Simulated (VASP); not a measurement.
HgTe, 2 atoms in the cell. The structure is cubic, space group F-43m (No. 216). Conventional cell: a = 6.243 Å, b = 6.243 Å, c = 6.243 Å, α = 90.00°, β = 90.00°, γ = 90.00°. Within 3.6 Å of Hg (site symmetry -43m) lie 4 Te at 2.70 Å. Te (site symmetry -43m) has 4 Hg at 2.70 Å within 3.6 Å. 

* Program: VASP 6.6.1
* Task: relaxation of cell and atoms
* Functional: PBE
* Potentials or basis: VASP PAW PBE potentials, release 64 (Hg, Te)
* Cutoff: 600 eV
* k mesh: 12 × 12 × 12
* Occupations: gaussian, width 0.1 eV
* Spin: no spin polarisation
* Target pressure: 10 GPa
* Dipole correction: no
* Further INCAR settings: ALGO = Normal; EDIFF = 1e-06; IBRION = 2; EDIFFG = -0.008; NSW = 70; ISIF = 3

Potentials or basis: VASP PAW PBE potentials, release 64 (Hg, Te).

The run is started by

```console
$ cat potpaw_PBE.64/Hg/POTCAR potpaw_PBE.64/Te/POTCAR > POTCAR
$ mpirun -np 1 vasp_std > vasp.out
```

Hardware: 1 thread of AMD EPYC 9R45 96-Core Processor (Zen 5), with other jobs on the host.

How long does it take, and how much memory?

Run time: 75 s on 1 thread of AMD EPYC 9R45 96-Core Processor (Zen 5), on a shared host, peak memory 0.23 GiB. Counts: scf iterations 28, k points 72, ion steps 3.
